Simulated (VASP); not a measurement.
# Ti3Al (Fm-3m) in VASP: further runs

Runs on Ti3Al. Level: r2SCAN+rVV10. Tasks: single point.

Everything below comes from runs of VASP 6.6.1. Logs are shortened: lines on timing, memory, paths and dates and some standing lists are left out, and cuts for length are marked.

## 1. The cell of the first run

Symmetry: Fm-3m, No. 225, cubic system. The conventional cell has a = 6.464 Å, b = 6.464 Å, c = 6.464 Å, α = 90.00°, β = 90.00°, γ = 90.00°. Ti (site symmetry -43m) has 10 Ti at 2.80 to 3.23 Å and 4 Al at 2.80 Å within 3.7 Å. Ti (site symmetry m-3m) has 8 Ti at 2.80 Å and 6 Al at 3.23 Å within 3.7 Å. Al (site symmetry m-3m) has 14 Ti at 2.80 to 3.23 Å within 3.7 Å.

## 2. Single point, r2SCAN+rVV10

The input, POSCAR:

```
Ti3Al
1.0
    0.0000000000      3.2317810000      3.2317810000
    3.2317810000      0.0000000000      3.2317810000
    3.2317810000      3.2317810000      0.0000000000
Ti Al
3 1
Direct
    0.7500000000      0.7500000000      0.7500000000
    0.2500000000      0.2500000000      0.2500000000
    0.0000000000      0.0000000000      0.0000000000
    0.5000000000      0.5000000000      0.5000000000
```

The input, INCAR.step1:

```
SYSTEM = Ti3Al
PREC = Accurate
ENCUT = 520
ISMEAR = 0
SIGMA = 0.1
LREAL = .False.
LASPH = .True.
NELM = 60
NBANDS = 28
GGA = PE
ALGO = Normal
EDIFF = 1E-4
LWAVE = .True.
LCHARG = .False.
```

The input, INCAR.step2:

```
SYSTEM = Ti3Al
PREC = Accurate
ENCUT = 520
EDIFF = 1E-6
ISMEAR = 0
SIGMA = 0.1
LREAL = .False.
LASPH = .True.
NELM = 60
ALGO = Normal
ISIF = 2
LWAVE = .False.
LCHARG = .True.
METAGGA = R2SCAN
LMIXTAU = .True.
LUSE_VDW = .True.
IVDW_NL = 2
BPARAM = 11.95
CPARAM = 0.0093
LELF = .True.
LVHAR = .True.
NBANDS = 28
ISTART = 1
```

The input, KPOINTS:

```
Automatic mesh
0
Gamma
  6 6 6
  0 0 0
```

Potentials or basis: VASP PAW PBE potentials, release 64 (Ti_sv, Al).

Launch:

```sh
$ cat potpaw_PBE.64/Ti_sv/POTCAR potpaw_PBE.64/Al/POTCAR > POTCAR
$ cp INCAR.step1 INCAR
$ mpirun -np 1 vasp_std > vasp.out
$ cp INCAR.step2 INCAR
$ mpirun -np 1 vasp_std > vasp.out
```

OUTCAR:

```text
SYSTEM = Ti3Al
   PREC = Accurate
   ENCUT = 520
   EDIFF = 1E-6
   ISMEAR = 0
   LREAL = .False.
   LASPH = .True.
   NELM = 60
   ISIF = 2
   METAGGA = R2SCAN
   IVDW_NL = 2
   BPARAM = 11.95
   ISTART = 1

 ion  position               nearest neighbor table
   1  0.750  0.750  0.750-   4 2.80   4 2.80   4 2.80   3 2.80   4 2.80   3 2.80   3 2.80   3 2.80

   2  0.250  0.250  0.250-   3 2.80   3 2.80   3 2.80   3 2.80   4 2.80   4 2.80   4 2.80   4 2.80

   3  0.000  0.000  0.000-   1 2.80   1 2.80   1 2.80   1 2.80   2 2.80   2 2.80   2 2.80   2 2.80

   4  0.500  0.500  0.500-   2 2.80   2 2.80   2 2.80   1 2.80   2 2.80   1 2.80   1 2.80   1 2.80

  LATTYP: Found a face centered cubic cell.
 ALAT       =     6.4635620000

  Lattice vectors:

 A1 = (   0.0000000000,   3.2317810000,   3.2317810000)
 A2 = (   3.2317810000,   0.0000000000,   3.2317810000)
 A3 = (   3.2317810000,   3.2317810000,   0.0000000000)

Analysis of symmetry for initial positions (statically):
=====================================================================
 Subroutine PRICEL returns:
 Original cell was already a primitive cell.

 Routine SETGRP: Setting up the symmetry group for a
 face centered cubic supercell.

 Subroutine GETGRP returns: Found 48 space group operations
 (whereof 48 operations were pure point group operations)
 out of a pool of 48 trial point group operations.

The static configuration has the point symmetry O_h .

Analysis of symmetry for dynamics (positions and initial velocities):
=====================================================================
 Subroutine PRICEL returns:
 Original cell was already a primitive cell.

 Routine SETGRP: Setting up the symmetry group for a
 face centered cubic supercell.

 Subroutine GETGRP returns: Found 48 space group operations
 (whereof 48 operations were pure point group operations)
 out of a pool of 48 trial point group operations.

The dynamic configuration has the point symmetry O_h .

 Subroutine INISYM returns: Found 48 space group operations
 (whereof 48 operations are pure point group operations),
 and found     1 'primitive' translations

----------------------------------------------------------------------------------------

                                     Primitive cell
[... 84 lines left out ...]
   ENCUT  =  520.0 eV  38.22 Ry    6.18 a.u.   8.50  8.50  8.50*2*pi/ulx,y,z
   NELM   =     60;   NELMIN=  2; NELMDL=  0     # of ELM steps
   EDIFF  = 0.1E-05   stopping-criterion for ELM
   LREAL  =      F    real-space projection
   EDIFFG = 0.1E-04   stopping-criterion for IOM
   NSW    =      0    number of steps for IOM
   IBRION =     -1    ionic relax: 0-MD 1-quasi-New 2-CG
   NFREE  =      0    steps in history (QN), initial steepest desc. (CG)
   ISIF   =      2    stress and relaxation
   ISYM   =      2    0-nonsym 1-usesym 2-fastsym
   POTIM  = 0.5000    time-step for ionic-motion
   TEBEG  =    0.0;   TEEND  =   0.0 temperature during run
   PSTRESS=    0.0 pullay stress
   NELECT =      39.0000    total number of electrons
   NUPDOWN=      -1.0000    fix difference up-down
   EMIN   =  10.00;   EMAX   =-10.00  energy-range for DOS
   EFERMI =   0.00;   METHOD = LEGACY
   ISMEAR =     0;   SIGMA  =   0.10  broadening in eV -4-tet -1-fermi 0-gaus
   EFERMI_NEDOS =   21; number of points for ismear=-14 and -15
   IALGO  =     38    algorithm
   IMIX   =      4    mixing-type and parameters
     AMIX     =   0.40;   BMIX     =  1.00
     AMIX_MAG =   1.60;   BMIX_MAG =  1.00
  volume/ion in A,a.u.               =      16.88       113.89
  Fermi-wavevector in a.u.,A,eV,Ry     =   1.363466  2.576578 25.293784  1.859041
  Thomas-Fermi vector in A             =   2.489867
   LORBIT       =      0    0 simple, 1 ext, 2 COOP (PROOUT), +10 PAW based schemes
   METAGGA = R2SCAN    functional components
   LHFCALC =     F    Hartree Fock is set to
   AEXX    =    0.0000 exact exchange contribution
   IVDW_NL    =     2    kernel type
   BPARAM     =11.9500
   IVDW    =     0    specifies the selected vdW correction
   LEPSILON=     F    determine dielectric tensor
   LRPA    =     F    only Hartree local field effects (RPA)
 non-spin polarized calculation
 Gauss-broadening in eV      SIGMA  =   0.10
  energy-cutoff  :      520.00
  volume of cell :       67.51
 maximum number of plane-waves:      1853
 NGX is ok and might be reduce to    36
   NGX = 17   NGY = 17   NGZ = 17

 number of electron      39.0000007 magnetization

 Free energy of the ion-electron system (eV)
  ---------------------------------------------------
  ext. energy  EPLUGINS =         0.00000000
  ---------------------------------------------------
  free energy    TOTEN  =       -45.30916217 eV

  energy without entropy =      -45.27428626  energy(sigma->0) =      -45.29172421

 E-fermi :   8.0742     XC(G=0): -12.1281

 val. band max:        8.0684761321   @ k =   0.5000   0.5000   0.0000
 cond. band min:       8.1026732218   @ k =   0.1667   0.1667   0.0000
 fundamental gap:      0.0341970898
 Fermi energy:         8.0741698887

 k-point     1 :       0.0000    0.0000    0.0000
  band No.  band energies     occupation
      1     -50.8756      2.00000
      2     -50.8065      2.00000
      3     -50.5808      2.00000
      4     -26.1203      2.00000
      5     -26.1203      2.00000
      6     -26.1203      2.00000
[... 485 lines left out ...]
     27      10.9128      0.00000
     28      11.0153      0.00000

------------------------ aborting loop because EDIFF is reached ----------------------------------------

  FORCE on cell =-STRESS in cart. coord.  units (eV):
  Direction    XX          YY          ZZ          XY          YZ          ZX
  --------------------------------------------------------------------------------------
  -------------------------------------------------------------------------------------
  Total       -1.1139258     -1.1139258     -1.1139258      0.0000000      0.0000000      0.0000000
  in kB      -26.4369328    -26.4369328    -26.4369328      0.0000000      0.0000000      0.0000000
  external PRESSURE =     -26.4369328 kB  Pullay stress =       0.0000000 kB

 VOLUME and BASIS-vectors are now :
 -----------------------------------------------------------------------------
  energy-cutoff  :      520.00
  volume of cell :       67.51
      direct lattice vectors                 reciprocal lattice vectors
     0.000000000  3.231781000  3.231781000    -0.154713454  0.154713454  0.154713454
     3.231781000  0.000000000  3.231781000     0.154713454 -0.154713454  0.154713454
     3.231781000  3.231781000  0.000000000     0.154713454  0.154713454 -0.154713454

 POSITION                                       TOTAL-FORCE (eV/Angst)
 -----------------------------------------------------------------------------------
      4.84767      4.84767      4.84767         0.000000      0.000000     -0.000000
      1.61589      1.61589      1.61589        -0.000000     -0.000000      0.000000
      0.00000      0.00000      0.00000         0.000000      0.000000     -0.000000
      3.23178      3.23178      3.23178         0.000000      0.000000     -0.000000
 -----------------------------------------------------------------------------------
    total drift:                                0.000000      0.000000      0.000000

  FREE ENERGIE OF THE ION-ELECTRON SYSTEM (eV)
  ---------------------------------------------------
  free  energy   TOTEN  =       -45.3091621661 eV

  energy  without entropy=      -45.2742862616  energy(sigma->0) =      -45.29172421
```

OSZICAR.step1:

```text
N       E                     dE             d eps       ncg     rms          rms(c)
DAV:   1     0.460547514378E+03    0.46055E+03   -0.19218E+04   896   0.160E+03
DAV:   2     0.191896595096E+02   -0.44136E+03   -0.43357E+03   900   0.493E+02
DAV:   3    -0.275344322236E+02   -0.46724E+02   -0.45777E+02  1652   0.141E+02
DAV:   4    -0.315785828607E+02   -0.40442E+01   -0.40236E+01  1312   0.350E+01
DAV:   5    -0.317873671125E+02   -0.20878E+00   -0.20865E+00  1424   0.693E+00    0.151E+01
DAV:   6    -0.277558976253E+02    0.40315E+01   -0.23639E+01  1228   0.352E+01    0.378E+00
DAV:   7    -0.280810929228E+02   -0.32520E+00   -0.35057E+00  1464   0.198E+01    0.498E+00
DAV:   8    -0.278093247327E+02    0.27177E+00   -0.10906E+00  1280   0.812E+00    0.239E+00
DAV:   9    -0.278453882383E+02   -0.36064E-01   -0.38716E-01  1152   0.519E+00    0.124E+00
DAV:  10    -0.278262745040E+02    0.19114E-01   -0.11293E-01  1172   0.407E+00    0.236E-01
DAV:  11    -0.278281957946E+02   -0.19213E-02   -0.17599E-02  1244   0.106E+00    0.285E-01
DAV:  12    -0.278274082488E+02    0.78755E-03   -0.68252E-03  1248   0.782E-01    0.847E-02
DAV:  13    -0.278273962753E+02    0.11973E-04   -0.28802E-04   852   0.193E-01
   1 F= -.27827396E+02 E0= -.27808418E+02  d E =-.379559E-01
```

It took 6.3 min on 1 thread of AMD EPYC 7R43 (Zen 3), shared host; peak memory 0.35 GiB.

Results:

| Item | Value |
| --- | --- |
| Free energy | -45.3092 eV |
| Pressure | -2.6 GPa |
| Band gap on the k mesh | zero (an odd number of electrons rules out a gap without spin polarisation) |

Caveat: the PAW data sets were made with another functional, which shifts forces and pressure a little.

## 3. Single point, r2SCAN+rVV10

This run uses another cell than the first one, of 16.47 Å³/atom.

The input, POSCAR:

```
Ti3Al
1.0
    0.0000000000      3.2054338540      3.2054338540
    3.2054338540      0.0000000000      3.2054338540
    3.2054338540      3.2054338540      0.0000000000
Ti Al
3 1
Direct
    0.7500000000      0.7500000000      0.7500000000
    0.2500000000      0.2500000000      0.2500000000
    0.0000000000      0.0000000000      0.0000000000
    0.5000000000      0.5000000000      0.5000000000
```

The input, INCAR.step1:

```
PREC = Accurate ; ENCUT = 520
ISMEAR = 0 ; SIGMA = 0.1
LREAL = False ; LASPH = True
NELM = 60 ; NBANDS = 28
GGA = PE ; ALGO = Normal
EDIFF = 1E-4 ; LWAVE = True
LCHARG = False
```

The input, INCAR.step2:

```
PREC = Accurate ; ENCUT = 520
EDIFF = 1E-7 ; ISMEAR = 0
SIGMA = 0.1 ; LREAL = False
LASPH = True ; NELM = 60
ALGO = Normal ; ISIF = 2
LWAVE = False ; LCHARG = False
METAGGA = R2SCAN ; LMIXTAU = True
LUSE_VDW = True ; IVDW_NL = 2
BPARAM = 11.95 ; CPARAM = 0.0093
NBANDS = 28 ; ISTART = 1
```

The input, KPOINTS:

```
Automatic mesh
0
Gamma
  12 12 12
```

Potentials or basis: VASP PAW PBE potentials, release 64 (Ti_sv, Al).

Launch:

```sh
$ cat potpaw_PBE.64/Ti_sv/POTCAR potpaw_PBE.64/Al/POTCAR > POTCAR
$ cp INCAR.step1 INCAR
$ mpirun -np 1 vasp_std > vasp.out
$ cp INCAR.step2 INCAR
$ mpirun -np 1 vasp_std > vasp.out
```

OUTCAR:

```text
PREC = Accurate
   ENCUT = 520
   EDIFF = 1E-7
   ISMEAR = 0
   LREAL = False
   LASPH = True
   NELM = 60
   ISIF = 2
   METAGGA = R2SCAN
   IVDW_NL = 2
   BPARAM = 11.95
   ISTART = 1

 ion  position               nearest neighbor table
   1  0.750  0.750  0.750-   4 2.78   4 2.78   4 2.78   3 2.78   4 2.78   3 2.78   3 2.78   3 2.78

   2  0.250  0.250  0.250-   3 2.78   3 2.78   3 2.78   3 2.78   4 2.78   4 2.78   4 2.78   4 2.78

   3  0.000  0.000  0.000-   1 2.78   1 2.78   1 2.78   1 2.78   2 2.78   2 2.78   2 2.78   2 2.78

   4  0.500  0.500  0.500-   2 2.78   2 2.78   2 2.78   1 2.78   2 2.78   1 2.78   1 2.78   1 2.78

  LATTYP: Found a face centered cubic cell.
 ALAT       =     6.4108677080

  Lattice vectors:

 A1 = (   0.0000000000,   3.2054338540,   3.2054338540)
 A2 = (   3.2054338540,   0.0000000000,   3.2054338540)
 A3 = (   3.2054338540,   3.2054338540,   0.0000000000)

Analysis of symmetry for initial positions (statically):
=====================================================================
 Subroutine PRICEL returns:
[... 176 lines left out ...]
  energy without entropy =      -45.27608339  energy(sigma->0) =      -45.29536522

 E-fermi :   8.3393     XC(G=0): -12.2489

 val. band max:        8.3389025026   @ k =   0.4167   0.3333   0.0833
 cond. band min:       8.3451277114   @ k =   0.4167   0.0833   0.0000
 fundamental gap:      0.0062252088
 Fermi energy:         8.3392682263

 k-point     1 :       0.0000    0.0000    0.0000
  band No.  band energies     occupation
      1     -50.5735      2.00000
      2     -50.4955      2.00000
      3     -50.2585      2.00000
      4     -25.8254      2.00000
      5     -25.8253      2.00000
      6     -25.8253      2.00000
[... 733 lines left out ...]
     27      11.4853      0.00000
     28      11.4882      0.00000

 [... further k-points ...]

------------------------ aborting loop because EDIFF is reached ----------------------------------------

  FORCE on cell =-STRESS in cart. coord.  units (eV):
  Direction    XX          YY          ZZ          XY          YZ          ZX
  --------------------------------------------------------------------------------------
  -------------------------------------------------------------------------------------
  Total        0.1371479      0.1371479      0.1371479      0.0000000     -0.0000000      0.0000000
  in kB        3.3358716      3.3358716      3.3358716      0.0000000     -0.0000000      0.0000000
  external PRESSURE =       3.3358716 kB  Pullay stress =       0.0000000 kB

 VOLUME and BASIS-vectors are now :
 -----------------------------------------------------------------------------
  energy-cutoff  :      520.00
  volume of cell :       65.87
      direct lattice vectors                 reciprocal lattice vectors
     0.000000000  3.205433854  3.205433854    -0.155985125  0.155985125  0.155985125
     3.205433854  0.000000000  3.205433854     0.155985125 -0.155985125  0.155985125
     3.205433854  3.205433854  0.000000000     0.155985125  0.155985125 -0.155985125

 POSITION                                       TOTAL-FORCE (eV/Angst)
 -----------------------------------------------------------------------------------
      4.80815      4.80815      4.80815        -0.000000     -0.000000     -0.000000
      1.60272      1.60272      1.60272         0.000000      0.000000      0.000000
      0.00000      0.00000      0.00000        -0.000000     -0.000000     -0.000000
      3.20543      3.20543      3.20543        -0.000000     -0.000000     -0.000000
 -----------------------------------------------------------------------------------
    total drift:                                0.000000      0.000000      0.000000

  FREE ENERGIE OF THE ION-ELECTRON SYSTEM (eV)
  ---------------------------------------------------
  free  energy   TOTEN  =       -45.3146470431 eV

  energy  without entropy=      -45.2760833900  energy(sigma->0) =      -45.29536522
```

OUTCAR.step1:

```text
PREC = Accurate
   ENCUT = 520
   ISMEAR = 0
   LREAL = False
   LASPH = True
[... 975 lines left out ...]
      4.80815      4.80815      4.80815        -0.000000     -0.000000     -0.000000
      1.60272      1.60272      1.60272         0.000000      0.000000      0.000000
      0.00000      0.00000      0.00000         0.000000      0.000000      0.000000
      3.20543      3.20543      3.20543         0.000000      0.000000      0.000000
 -----------------------------------------------------------------------------------
    total drift:                                0.000000      0.000000      0.000000

  FREE ENERGIE OF THE ION-ELECTRON SYSTEM (eV)
  ---------------------------------------------------
  free  energy   TOTEN  =       -27.8167358820 eV

  energy  without entropy=      -27.7738539776  energy(sigma->0) =      -27.79529493
```

Wall time 26 min (1 thread of AMD EPYC 7R43 (Zen 3), shared host); peak memory 0.43 GiB.

What came out:

| Property | Result |
| --- | --- |
| Free energy | -45.3146 eV |
| Pressure | 0.3 GPa |
| Band gap on the k mesh | zero (an odd number of electrons rules out a gap without spin polarisation) |

Caveat: the PAW data sets were made with another functional, which shifts forces and pressure a little.
